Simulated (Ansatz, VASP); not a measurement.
Two plane-wave programs on SrTiO3

```
Sr Ti O
1.0
     3.90500    0.00000    0.00000
     0.00000    3.90500    0.00000
     0.00000    0.00000    3.90500
Sr Ti O
1 1 3
Cartesian
  0.0000 0.0000 0.0000
  1.9525 1.9525 1.9525
  0.0000 1.9525 1.9525
  1.9525 0.0000 1.9525
  1.9525 1.9525 0.0000
```

Alike in both runs: task relaxation of the atoms; functional PBE; k mesh 8 × 8 × 8; occupations fermi-dirac, width 0.02 eV; no spin polarisation.

```csv
,VASP,Ansatz
version,VASP 6.6.1,Ansatz 0.2.0
potentials or method,"VASP PAW PBE potentials, release 64 (Sr_sv, Ti_sv, O)","plane-wave PAW, scalar-relativistic"
plane-wave cutoff (eV),520,420
valence electrons in the cell,40,40
```

```csv
,VASP,Ansatz,Ansatz less VASP
"gap on the k mesh at the Fermi level, each at its own relaxed structure (eV)",1.86,1.89,+0.031
```

Ansatz's warnings: stress scf threshold loose.

Noted on VASP's run: the relaxation stopped at its first step, so nothing moved.
